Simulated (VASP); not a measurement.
# TiAl (Pm-3m) in VASP: density of states with PBEsol

Aim: the density of states of TiAl with PBEsol.

Program: VASP 6.6.1. These are calculated values, not measurements. Logs are shortened: lines on timing, memory, paths and dates and some standing lists are left out, and cuts for length are marked.

### 1 The cell of the first run

Symmetry: Pm-3m, No. 221, cubic system. Conventional cell: a = 3.156 Å, b = 3.156 Å, c = 3.156 Å, α = 90.00°, β = 90.00°, γ = 90.00°. Ti (site symmetry m-3m) has 8 Al at 2.73 Å and 6 Ti at 3.16 Å within 3.6 Å. Al (site symmetry m-3m) has 8 Ti at 2.73 Å and 6 Al at 3.16 Å within 3.6 Å.

### 2 Density of states, PBEsol

POSCAR reads:

```
TiAl
1.0
    3.1562954285      0.0000000000      0.0000000000
    0.0000000000      3.1562954285      0.0000000000
    0.0000000000      0.0000000000      3.1562954285
Ti Al
1 1
Direct
    0.5000000000      0.5000000000      0.5000000000
    0.0000000000      0.0000000000      0.0000000000
```

INCAR.step1 reads:

```
ALGO = Normal
EDIFF = 1E-7
ENCUT = 520
GGA = PS
ISIF = 2
ISMEAR = 0
LASPH = True
LCHARG = True
LMAXMIX = 4
LREAL = False
LWAVE = False
NBANDS = 14
NELM = 80
PREC = Accurate
SIGMA = 0.1
```

KPOINTS.step1 reads:

```
k-points
0
Gamma
  14 14 14
```

INCAR.step2 reads:

```
ALGO = Normal
EDIFF = 1E-7
ENCUT = 520
GGA = PS
ICHARG = 11
ISIF = 2
ISMEAR = -5
LASPH = True
LCHARG = False
LMAXMIX = 4
LORBIT = 11
LREAL = False
LWAVE = False
NEDOS = 2001
NELM = 80
PREC = Accurate
SIGMA = 0.1
```

KPOINTS.step2 reads:

```
k-points
0
Gamma
  21 21 21
```

Potentials or basis: VASP PAW PBE potentials, release 64 (Ti_sv, Al).

Started as:

```sh
> cat potpaw_PBE.64/Ti_sv/POTCAR potpaw_PBE.64/Al/POTCAR > POTCAR
> cp INCAR.step1 INCAR
> cp KPOINTS.step1 KPOINTS
> mpirun -np 1 vasp_std > vasp.out
> cp INCAR.step2 INCAR
> cp KPOINTS.step2 KPOINTS
> mpirun -np 1 vasp_std > vasp.out
```

OUTCAR:

```text
EDIFF = 1E-7
   ENCUT = 520
   GGA = PS
   ICHARG = 11
   ISIF = 2
   ISMEAR = -5
   LASPH = True
   LORBIT = 11
   LREAL = False
   NELM = 80
   PREC = Accurate

 ion  position               nearest neighbor table
   1  0.500  0.500  0.500-   2 2.73   2 2.73   2 2.73   2 2.73   2 2.73   2 2.73   2 2.73   2 2.73

   2  0.000  0.000  0.000-   1 2.73   1 2.73   1 2.73   1 2.73   1 2.73   1 2.73   1 2.73   1 2.73

  LATTYP: Found a simple cubic cell.
 ALAT       =     3.1562954285

  Lattice vectors:

 A1 = (   3.1562954285,   0.0000000000,   0.0000000000)
 A2 = (   0.0000000000,   3.1562954285,   0.0000000000)
 A3 = (   0.0000000000,   0.0000000000,   3.1562954285)

Analysis of symmetry for initial positions (statically):
=====================================================================
 Subroutine PRICEL returns:
 Original cell was already a primitive cell.

 Routine SETGRP: Setting up the symmetry group for a
 simple cubic supercell.

 Subroutine GETGRP returns: Found 48 space group operations
 (whereof 48 operations were pure point group operations)
 out of a pool of 48 trial point group operations.

The static configuration has the point symmetry O_h .

Analysis of symmetry for dynamics (positions and initial velocities):
=====================================================================
 Subroutine PRICEL returns:
 Original cell was already a primitive cell.

 Routine SETGRP: Setting up the symmetry group for a
 simple cubic supercell.

 Subroutine GETGRP returns: Found 48 space group operations
 (whereof 48 operations were pure point group operations)
 out of a pool of 48 trial point group operations.

The dynamic configuration has the point symmetry O_h .

 Subroutine INISYM returns: Found 48 space group operations
 (whereof 48 operations are pure point group operations),
 and found     1 'primitive' translations

----------------------------------------------------------------------------------------

                                     Primitive cell

  volume of cell :      31.4436

  direct lattice vectors                    reciprocal lattice vectors
     3.156295428  0.000000000  0.000000000     0.316827123  0.000000000  0.000000000
     0.000000000  3.156295428  0.000000000     0.000000000  0.316827123  0.000000000
     0.000000000  0.000000000  3.156295428     0.000000000  0.000000000  0.316827123

  length of vectors
     3.156295428  3.156295428  3.156295428     0.316827123  0.316827123  0.316827123

  position of ions in fractional coordinates (direct lattice)
     0.500000000  0.500000000  0.500000000
[... 98 lines left out ...]
   IMIX   =      4    mixing-type and parameters
     AMIX     =   0.40;   BMIX     =  1.00
     AMIX_MAG =   1.60;   BMIX_MAG =  1.00
  volume/ion in A,a.u.               =      15.72       106.10
  Fermi-wavevector in a.u.,A,eV,Ry     =   1.279168  2.417277 22.262817  1.636271
  Thomas-Fermi vector in A             =   2.411669
   LORBIT       =     11    0 simple, 1 ext, 2 COOP (PROOUT), +10 PAW based schemes
   GGA     = PS    functional components
   LHFCALC =     F    Hartree Fock is set to
   AEXX    =    0.0000 exact exchange contribution
   IVDW    =     0    specifies the selected vdW correction
   LEPSILON=     F    determine dielectric tensor
   LRPA    =     F    only Hartree local field effects (RPA)
 non-spin polarized calculation
 Fermi weights with tetrahedron method with Bloechl corrections
  energy-cutoff  :      520.00
  volume of cell :       31.44
 maximum number of plane-waves:       870
 NGX is ok and might be reduce to    24

 number of electron      14.9999993 magnetization

 Free energy of the ion-electron system (eV)
  ---------------------------------------------------
  ext. energy  EPLUGINS =         0.00000000
  ---------------------------------------------------
  free energy    TOTEN  =       -12.96746284 eV

  energy without entropy =      -12.96746284  energy(sigma->0) =      -12.96746284

 E-fermi :   8.9091     XC(G=0): -11.2835

 val. band max:        8.9027757624   @ k =   0.3810   0.3333   0.2381
 cond. band min:       8.9131585890   @ k =   0.2857   0.2857   0.0000
 fundamental gap:      0.0103828266
 Fermi energy:         8.9090940426

 k-point     1 :       0.0000    0.0000    0.0000
  band No.  band energies     occupation
      1     -47.7140      2.00000
      2     -24.0143      2.00000
      3     -24.0143      2.00000
      4     -24.0143      2.00000
      5      -0.4477      2.00000
      6       7.4188      2.00000
      7       7.4188      2.00000
      8      10.7435      0.00000
      9      10.7435      0.00000
     10      10.7435      0.00000
     11      13.4273      0.00000
[... 309 lines left out ...]
 k-point    24 :       0.1905    0.0952    0.0000
  band No.  band energies     occupation
      1     -47.7073      2.00000
      2     -24.0729      2.00000
      3     -24.0252      2.00000
      4     -24.0075      2.00000
      5       0.2747      2.00000
      6       7.0514      2.00000
      7       7.6232      2.00000
      8       9.7268      0.00000
      9      10.0120      0.00000
     10      10.6415      0.00000
     11      12.2639      0.00000

 [... further k-points ...]

------------------------ aborting loop because EDIFF is reached ----------------------------------------

  FORCE on cell =-STRESS in cart. coord.  units (eV):
  Direction    XX          YY          ZZ          XY          YZ          ZX
  --------------------------------------------------------------------------------------
  -------------------------------------------------------------------------------------
  Total        0.0108853      0.0108853      0.0108853     -0.0000000      0.0000000      0.0000000
  in kB        0.5546478      0.5546478      0.5546478     -0.0000000      0.0000000      0.0000000
  external PRESSURE =       0.5546478 kB  Pullay stress =       0.0000000 kB

 VOLUME and BASIS-vectors are now :
 -----------------------------------------------------------------------------
  energy-cutoff  :      520.00
  volume of cell :       31.44
      direct lattice vectors                 reciprocal lattice vectors
     3.156295428  0.000000000  0.000000000     0.316827123  0.000000000  0.000000000
     0.000000000  3.156295428  0.000000000     0.000000000  0.316827123  0.000000000
     0.000000000  0.000000000  3.156295428     0.000000000  0.000000000  0.316827123

 POSITION                                       TOTAL-FORCE (eV/Angst)
 -----------------------------------------------------------------------------------
      1.57815      1.57815      1.57815         0.000000      0.000000      0.000000
      0.00000      0.00000      0.00000         0.000000      0.000000      0.000000
 -----------------------------------------------------------------------------------
    total drift:                                0.000000     -0.000000     -0.000000

  FREE ENERGIE OF THE ION-ELECTRON SYSTEM (eV)
  ---------------------------------------------------
  free  energy   TOTEN  =       -12.9674628436 eV

  energy  without entropy=      -12.9674628436  energy(sigma->0) =      -12.96746284

 total charge

# of ion       s       p       d       tot
------------------------------------------
    1        2.196   6.128   1.987  10.311
    2        0.422   0.408   0.000   0.830
--------------------------------------------------
tot          2.618   6.536   1.987  11.141
```

OUTCAR.step1:

```text
EDIFF = 1E-7
   ENCUT = 520
   GGA = PS
   ISIF = 2
   ISMEAR = 0
[... 631 lines left out ...]
 -----------------------------------------------------------------------------------
      1.57815      1.57815      1.57815         0.000000      0.000000      0.000000
      0.00000      0.00000      0.00000         0.000000      0.000000      0.000000
 -----------------------------------------------------------------------------------
    total drift:                                0.000000     -0.000000     -0.000000

  FREE ENERGIE OF THE ION-ELECTRON SYSTEM (eV)
  ---------------------------------------------------
  free  energy   TOTEN  =       -12.9746374439 eV

  energy  without entropy=      -12.9625811672  energy(sigma->0) =      -12.96860931
```

OSZICAR.step1:

```text
N       E                     dE             d eps       ncg     rms          rms(c)
DAV:   1     0.110986319559E+03    0.11099E+03   -0.71593E+03  3382   0.108E+03
DAV:   2    -0.466068939234E+01   -0.11565E+03   -0.11123E+03  3504   0.311E+02
DAV:   3    -0.140458619855E+02   -0.93852E+01   -0.91159E+01  5900   0.768E+01
DAV:   4    -0.146870679913E+02   -0.64121E+00   -0.64000E+00  3952   0.156E+01
DAV:   5    -0.147021786815E+02   -0.15111E-01   -0.15108E-01  4638   0.251E+00    0.104E+01
DAV:   6    -0.130490114273E+02    0.16532E+01   -0.51776E+00  3834   0.313E+01    0.283E+00
DAV:   7    -0.129876884156E+02    0.61323E-01   -0.39719E-01  3712   0.831E+00    0.181E+00
DAV:   8    -0.129767008747E+02    0.10988E-01   -0.52704E-02  4506   0.228E+00    0.536E-01
DAV:   9    -0.129744896969E+02    0.22112E-02   -0.89382E-03  3912   0.130E+00    0.180E-01
DAV:  10    -0.129746394088E+02   -0.14971E-03   -0.30028E-04  3772   0.184E-01    0.758E-02
DAV:  11    -0.129746378029E+02    0.16059E-05   -0.18388E-04  4720   0.138E-01    0.107E-02
DAV:  12    -0.129746378632E+02   -0.60242E-07   -0.65278E-06  3720   0.240E-02    0.860E-03
DAV:  13    -0.129746374695E+02    0.39368E-06   -0.11768E-06  4502   0.790E-03    0.373E-03
DAV:  14    -0.129746374439E+02    0.25601E-07   -0.12814E-07  3242   0.404E-03
   1 F= -.12974637E+02 E0= -.12968609E+02  d E =-.120563E-01
```

It took 97 s on 1 thread of Intel Xeon Platinum 8175M at 2.50GHz (Skylake/Cascade Lake), shared host; peak memory 0.23 GiB.

Results:

```yaml
Valence_electrons_inside_the_program's_atomic_spheres: Ti 10.31; Al 0.83
```

Levels at points of the mesh, in eV from the Fermi level:
```csv
k point,band 3,band 4,band 5,band 6,band 7,band 8,band 9,band 10,band 11
"(0.00, 0.00, 0.00)",-32.92,-32.92,-9.36,-1.49,-1.49,1.83,1.83,1.83,4.52
```

Caveat: the PAW data sets were made with another functional, which shifts forces and pressure a little; tetrahedron occupations give inexact forces and stress in metals.
